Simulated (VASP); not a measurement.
# Tc (P6_3/mmc) in VASP: a series of runs

The runs below take Tc through single point, with LDA.

Program: VASP 6.6.1. These are calculated values, not measurements. Logs are shortened: lines on timing, memory, paths and dates and some standing lists are left out, and cuts for length are marked.

### Step 1. The cell of the first run

It takes space group P6_3/mmc (No. 194, hexagonal). Conventional cell: a = 2.685 Å, b = 2.685 Å, c = 4.309 Å, α = 90.00°, β = 90.00°, γ = 120.00°. Within 3.5 Å of Tc (site symmetry -6m2) lie 12 Tc at 2.65 to 2.68 Å.

### Step 2. Single point, LDA (13.45 Å³/atom)

File INCAR:

```
SYSTEM = Tc
PREC = Accurate ; ENCUT = 520
EDIFF = 1E-6 ; ISMEAR = -1
SIGMA = 0.08 ; LREAL = .False.
LASPH = .True. ; NELM = 60
ALGO = Normal ; ISIF = 2
LWAVE = .False. ; LCHARG = .False.
NBANDS = 20
```

File KPOINTS:

```
regular mesh
0
Gamma
  17 17 9
  0 0 0
```

File POSCAR:

```
Tc
1.0
    2.6845419187      0.0000000000      0.0000000000
   -1.3422709594      2.3248814992      0.0000000000
    0.0000000000      0.0000000000      4.3089834395
Tc
2
Direct
    0.3333333333      0.6666666667      0.2500000000
    0.6666666667      0.3333333333      0.7500000000
```

Potentials or basis: VASP PAW LDA potentials, release 64 (Tc_pv).

On the command line:

```bash
> cat potpaw_LDA.64/Tc_pv/POTCAR > POTCAR
> mpirun -np 1 vasp_std > vasp.out
```

OUTCAR:

```text
SYSTEM = Tc
   PREC = Accurate
   ENCUT = 520
   EDIFF = 1E-6
   ISMEAR = -1
   LREAL = .False.
   LASPH = .True.
   NELM = 60
   ISIF = 2

 ion  position               nearest neighbor table
   1  0.333  0.667  0.250-   2 2.65   2 2.65   2 2.65   2 2.65   2 2.65   2 2.65
   2  0.667  0.333  0.750-   1 2.65   1 2.65   1 2.65   1 2.65   1 2.65   1 2.65

  LATTYP: Found a hexagonal cell.
 ALAT       =     2.6845419187
 C/A-ratio  =     1.6051093892

  Lattice vectors:

 A1 = (   2.6845419187,   0.0000000000,   0.0000000000)
 A2 = (  -1.3422709594,   2.3248814992,   0.0000000000)
 A3 = (   0.0000000000,   0.0000000000,   4.3089834395)

Analysis of symmetry for initial positions (statically):
=====================================================================
 Subroutine PRICEL returns:
 Original cell was already a primitive cell.

 Routine SETGRP: Setting up the symmetry group for a
 hexagonal supercell.

 Subroutine GETGRP returns: Found 24 space group operations
 (whereof 12 operations were pure point group operations)
 out of a pool of 24 trial point group operations.

The static configuration has the point symmetry D_3d.
 The point group associated with its full space group is D_6h.

Analysis of symmetry for dynamics (positions and initial velocities):
=====================================================================
 Subroutine PRICEL returns:
 Original cell was already a primitive cell.

 Routine SETGRP: Setting up the symmetry group for a
 hexagonal supercell.

 Subroutine GETGRP returns: Found 24 space group operations
 (whereof 12 operations were pure point group operations)
 out of a pool of 24 trial point group operations.

The dynamic configuration has the point symmetry D_3d.
 The point group associated with its full space group is D_6h.

 Subroutine INISYM returns: Found 24 space group operations
 (whereof 12 operations are pure point group operations),
 and found     1 'primitive' translations

----------------------------------------------------------------------------------------

                                     Primitive cell

  volume of cell :      26.8934

  direct lattice vectors                    reciprocal lattice vectors
     2.684541919  0.000000000  0.000000000     0.372503030  0.215064725  0.000000000
    -1.342270959  2.324881499  0.000000000     0.000000000  0.430129450  0.000000000
     0.000000000  0.000000000  4.308983440     0.000000000  0.000000000  0.232073299

  length of vectors
     2.684541919  2.684541919  4.308983440     0.430129450  0.430129450  0.232073299

  position of ions in fractional coordinates (direct lattice)
     0.333333333  0.666666667  0.250000000
     0.666666667  0.333333333  0.750000000

  ion indices of the primitive-cell ions
   primitive index   ion index
                 1           1
                 2           2

----------------------------------------------------------------------------------------

 KPOINTS: regular mesh

Automatic generation of k-mesh.
 Grid dimensions read from file:
 generate k-points for:   17   17    9

 Generating k-lattice:

  Cartesian coordinates                     Fractional coordinates (reciprocal lattice)
     0.021911943  0.012650866  0.000000000     0.058823529  0.000000000  0.000000000
     0.000000000  0.025301732  0.000000000     0.000000000  0.058823529  0.000000000
     0.000000000  0.000000000  0.025785922     0.000000000  0.000000000  0.111111111

  Length of vectors
     0.025301732  0.025301732  0.025785922

  Shift w.r.t. Gamma in fractional coordinates (k-lattice)
     0.000000000  0.000000000  0.000000000

 Subroutine IBZKPT returns following result:
 ===========================================

 Found    165 irreducible k-points:

 Following reciprocal coordinates:
            Coordinates               Weight
  0.000000  0.000000  0.000000      1.000000
  0.058824  0.000000  0.000000      6.000000
  0.117647  0.000000  0.000000      6.000000
  0.176471 -0.000000  0.000000      6.000000
  0.235294  0.000000  0.000000      6.000000
  0.294118 -0.000000  0.000000      6.000000
[... 16 lines left out ...]
  0.411765  0.117647  0.000000     12.000000
  0.176471  0.176471  0.000000      6.000000
 [... further k-points ...]
   k-points           NKPTS =    165   k-points in BZ     NKDIM =    165   number of bands    NBANDS=     20
   number of dos      NEDOS =    301   number of ions     NIONS =      2
   total plane-waves  NPLWV =  12800
   dimension x,y,z NGX =    20 NGY =   20 NGZ =   32
   dimension x,y,z NGXF=    40 NGYF=   40 NGZF=   64
   ions per type =               2
   NGX,Y,Z   is equivalent  to a cutoff of  12.39, 12.39, 12.35 a.u.
   NGXF,Y,Z  is equivalent  to a cutoff of  24.77, 24.77, 24.69 a.u.
 SYSTEM =  Tc
   PREC   = accura    normal or accurate (medium, high low for compatibility)
   ISTART =      0    job   : 0-new  1-cont  2-samecut
   ICHARG =      2    charge: 1-file 2-atom 10-const
   ISPIN  =      1    spin polarized calculation?
   LNONCOLLINEAR =      F non collinear calculations
   LSORBIT =      F    spin-orbit coupling
   LASPH  =      T    aspherical Exc in radial PAW
   ENCUT  =  520.0 eV  38.22 Ry    6.18 a.u.   4.99  4.99  8.01*2*pi/ulx,y,z
   NELM   =     60;   NELMIN=  2; NELMDL= -5     # of ELM steps
   EDIFF  = 0.1E-05   stopping-criterion for ELM
   LREAL  =      F    real-space projection
   EDIFFG = 0.1E-04   stopping-criterion for IOM
   NSW    =      0    number of steps for IOM
   IBRION =     -1    ionic relax: 0-MD 1-quasi-New 2-CG
   NFREE  =      0    steps in history (QN), initial steepest desc. (CG)
   ISIF   =      2    stress and relaxation
   ISYM   =      2    0-nonsym 1-usesym 2-fastsym
   POTIM  = 0.5000    time-step for ionic-motion
   TEBEG  =    0.0;   TEEND  =   0.0 temperature during run
   PSTRESS=    0.0 pullay stress
   NELECT =      26.0000    total number of electrons
   NUPDOWN=      -1.0000    fix difference up-down
   EMIN   =  10.00;   EMAX   =-10.00  energy-range for DOS
   EFERMI =   0.00;   METHOD = LEGACY
   ISMEAR =    -1;   SIGMA  =   0.08  broadening in eV -4-tet -1-fermi 0-gaus
   EFERMI_NEDOS =   21; number of points for ismear=-14 and -15
   IALGO  =     38    algorithm
   IMIX   =      4    mixing-type and parameters
     AMIX     =   0.40;   BMIX     =  1.00
     AMIX_MAG =   1.60;   BMIX_MAG =  1.00
  volume/ion in A,a.u.               =      13.45        90.74
  Fermi-wavevector in a.u.,A,eV,Ry     =   1.618766  3.059024 35.652740  2.620402
  Thomas-Fermi vector in A             =   2.712976
   LORBIT       =      0    0 simple, 1 ext, 2 COOP (PROOUT), +10 PAW based schemes
   GGA     = CA    functional components
   LHFCALC =     F    Hartree Fock is set to
   AEXX    =    0.0000 exact exchange contribution
   IVDW    =     0    specifies the selected vdW correction
   LEPSILON=     F    determine dielectric tensor
   LRPA    =     F    only Hartree local field effects (RPA)
 non-spin polarized calculation
  energy-cutoff  :      520.00
  volume of cell :       26.89
 maximum number of plane-waves:       744
 NGX is ok and might be reduce to    20
   NGX =  9   NGY =  9   NGZ = 17

 number of electron      26.0000010 magnetization

 Free energy of the ion-electron system (eV)
  ---------------------------------------------------
  ext. energy  EPLUGINS =         0.00000000
  ---------------------------------------------------
  free energy    TOTEN  =       -23.47120846 eV

  energy without entropy =      -23.43239853  energy(sigma->0) =      -23.45180350

 E-fermi :  13.6012     XC(G=0): -14.3908

 val. band max:       13.5825793254   @ k =   0.4706   0.0000   0.3333
 cond. band min:      13.6146355170   @ k =   0.2353   0.1765   0.4444
 fundamental gap:      0.0320561916
 Fermi energy:        13.6012325286

 k-point     1 :       0.0000    0.0000    0.0000
  band No.  band energies     occupation
      1     -25.8516      2.00000
      2     -24.4730      2.00000
      3     -24.4730      2.00000
      4     -24.2461      2.00000
      5     -24.2461      2.00000
      6     -24.2050      2.00000
[... 12 lines left out ...]
     19      25.4910      0.00000
     20      27.9612      0.00000

 k-point     2 :       0.0588    0.0000    0.0000
  band No.  band energies     occupation
      1     -25.8342      2.00000
      2     -24.5135      2.00000
      3     -24.4862      2.00000
      4     -24.2880      2.00000
      5     -24.2515      2.00000
      6     -24.2122      2.00000
[... 12 lines left out ...]
     19      25.4802      0.00000
     20      28.2578      0.00000

 k-point     3 :       0.1176    0.0000    0.0000
  band No.  band energies     occupation
      1     -25.7831      2.00000
      2     -24.6293      2.00000
      3     -24.5231      2.00000
      4     -24.4066      2.00000
      5     -24.2676      2.00000
      6     -24.2341      2.00000
[... 12 lines left out ...]
     19      25.4183      0.00000
     20      29.0610      0.00000

 k-point     4 :       0.1765   -0.0000    0.0000
  band No.  band energies     occupation
      1     -25.7017      2.00000
      2     -24.8042      2.00000
      3     -24.5814      2.00000
      4     -24.5771      2.00000
      5     -24.2935      2.00000
      6     -24.2711      2.00000
[... 12 lines left out ...]
     19      25.2658      0.00000
     20      29.9655      0.00000

 k-point     5 :       0.2353    0.0000    0.0000
  band No.  band energies     occupation
      1     -25.5957      2.00000
      2     -25.0138      2.00000
      3     -24.7850      2.00000
      4     -24.6401      2.00000
      5     -24.3263      2.00000
      6     -24.3232      2.00000
[... 12 lines left out ...]
     19      25.0358      0.00000
     20      29.6027      0.00000
[... 353 lines left out ...]
      6     -24.4862      2.00000
[... 12 lines left out ...]
     19      25.5578      0.00000
     20      25.9865      0.00000

 k-point    22 :       0.3529    0.1176    0.0000
  band No.  band energies     occupation
      1     -25.5254      2.00000
      2     -25.2787      2.00000
      3     -25.1908      2.00000
      4     -24.8709      2.00000
      5     -24.5719      2.00000
      6     -24.5182      2.00000
[... 12 lines left out ...]
     19      25.6137      0.00000
     20      26.6781      0.00000

 k-point    23 :       0.4118    0.1176    0.0000
  band No.  band energies     occupation
      1     -25.5955      2.00000
      2     -25.3261      2.00000
      3     -25.1120      2.00000
      4     -24.9060      2.00000
      5     -24.6314      2.00000
      6     -24.5353      2.00000
[... 12 lines left out ...]
     19      25.9685      0.00000
     20      26.0684      0.00000

 k-point    24 :       0.1765    0.1765    0.0000
  band No.  band energies     occupation
      1     -25.4443      2.00000
      2     -25.1252      2.00000
      3     -25.1158      2.00000
      4     -24.6930      2.00000
      5     -24.4725      2.00000
      6     -24.4061      2.00000
[... 12 lines left out ...]
     19      24.9544      0.00000
     20      28.4848      0.00000

 [... further k-points ...]
[... 5 lines left out ...]
  --------------------------------------------------------------------------------------
  -------------------------------------------------------------------------------------
  Total        1.5796090      1.5796090      1.3007608     -0.0000000     -0.0000000     -0.0000000
  in kB       94.1053573     94.1053573     77.4929483     -0.0000000     -0.0000000     -0.0000000
  external PRESSURE =      88.5678876 kB  Pullay stress =       0.0000000 kB

 VOLUME and BASIS-vectors are now :
 -----------------------------------------------------------------------------
  energy-cutoff  :      520.00
  volume of cell :       26.89
      direct lattice vectors                 reciprocal lattice vectors
     2.684541919  0.000000000  0.000000000     0.372503030  0.215064725  0.000000000
    -1.342270959  2.324881499  0.000000000     0.000000000  0.430129450  0.000000000
     0.000000000  0.000000000  4.308983440     0.000000000  0.000000000  0.232073299

 POSITION                                       TOTAL-FORCE (eV/Angst)
 -----------------------------------------------------------------------------------
     -0.00000      1.54992      1.07725         0.000000     -0.000000      0.000000
      1.34227      0.77496      3.23174        -0.000000      0.000000      0.000000
 -----------------------------------------------------------------------------------
    total drift:                               -0.000000      0.000000     -0.000000

  FREE ENERGIE OF THE ION-ELECTRON SYSTEM (eV)
  ---------------------------------------------------
  free  energy   TOTEN  =       -23.4712084650 eV

  energy  without entropy=      -23.4323985316  energy(sigma->0) =      -23.45180350
```

It took 76 s on 1 thread of Intel Xeon 8259CL, shared host; peak memory 0.18 GiB.

What came out:

* Free energy: -23.4712 eV
* Pressure: 8.9 GPa
* Band gap on the k mesh: zero (bands 13 and 14 overlap by 3.26 eV)

Levels at points of the mesh, in eV from the Fermi level:
```tsv
k point	band 10	band 11	band 12	band 13	band 14	band 15	band 16	band 17
(0.00, 0.00, 0.00)	-1.72	-1.65	-0.93	-0.93	-0.15	-0.15	1.90	2.77
```

Caveat: the cell stands under pressure.

### Step 3. Single point, LDA (13.44 Å³/atom)

File INCAR:

```
SYSTEM = Tc
PREC = Accurate ; ENCUT = 520
EDIFF = 1E-6 ; ISMEAR = -1
SIGMA = 0.08 ; LREAL = .False.
LASPH = .True. ; NELM = 100
ALGO = Normal ; ISIF = 2
LWAVE = .False. ; LCHARG = .True.
GGA = CA ; LELF = .True.
LVHAR = .True. ; NBANDS = 20
```

KPOINTS is that of step 2.

File POSCAR:

```
Tc
1.0
    2.6840661048      0.0000000000      0.0000000000
   -1.3420330524      2.3244694322      0.0000000000
    0.0000000000      0.0000000000      4.3082197061
Tc
2
Direct
    0.3333333333      0.6666666667      0.2500000000
    0.6666666667      0.3333333333      0.7500000000
```

Potentials or basis: VASP PAW LDA potentials, release 64 (Tc_pv).

On the command line:

```bash
> cat potpaw_LDA.64/Tc_pv/POTCAR > POTCAR
> mpirun -np 1 vasp_std > vasp.out
```

Run time: 73 s. Hardware: 1 thread of Intel Xeon 8259CL, shared host; peak memory 0.18 GiB.

Results (log left out):

- Free energy: -23.4704 eV
- Pressure: 9.1 GPa
- Band gap on the k mesh: zero (bands 13 and 14 overlap by 3.26 eV)

Stress tensor (GPa, compression positive):
```
9.61 0.00 0.00
0.00 9.61 0.00
0.00 0.00 7.95
```

Levels at points of the mesh, in eV from the Fermi level:
| k point | band 10 | band 11 | band 12 | band 13 | band 14 | band 15 | band 16 | band 17 |
| --- | --- | --- | --- | --- | --- | --- | --- | --- |
| (0.00, 0.00, 0.00) | -1.72 | -1.65 | -0.93 | -0.93 | -0.15 | -0.15 | 1.90 | 2.77 |

Caveat: the cell stands under pressure.

The gap in the log of VASP goes by the Fermi energy; the results here count the filled bands.